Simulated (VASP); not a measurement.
Runs of VASP 6.6.1 on Sn. The structure is that of space group Fm-3m (No. 225), or close to it. The cells are those of the table. 

| task | cell | k mesh | cutoff (eV) | gap on the mesh (eV) | pressure (GPa) |
| --- | --- | --- | --- | --- | --- |
| single point | a = 3.409 Å, angles 60.0°, 1 atom | 8 × 8 × 8 | 500 | none | 0.0 |
| single point | a = 2.686 Å, angles 60.0°, 1 atom | 8 × 8 × 8 | 500 | none | 184.4 |
| single point | a = 3.409 Å, angles 60.0°, 1 atom | 16 × 16 × 16 | 520 | none | (a) |
| relaxation of cell and atoms | relaxed from a = 3.409 Å, angles 60.0°, 1 atom | 16 × 16 × 16 | 600 | none | 0.0 |
| relaxation of cell and atoms | relaxed from a = 2.686 Å, angles 60.0°, 1 atom | 8 × 8 × 8 | 500 | none | -0.2 |

Alike in all rows: level PBE; potentials or basis VASP PAW PBE potentials, release 64 (Sn_d); no spin polarisation; smearing gaussian 0.1 eV.

Q: Estimate the missing entries.

A: (a) -0.1.

Caveats: spin-orbit coupling is left out, which moves the levels of the heavy elements; the relaxation stopped at its first step, so nothing moved (some runs).

A k mesh can miss the band edges, and the runs leave out spin-orbit coupling on Sn.

A gap of «none» marks levels without a gap at the run's occupations.
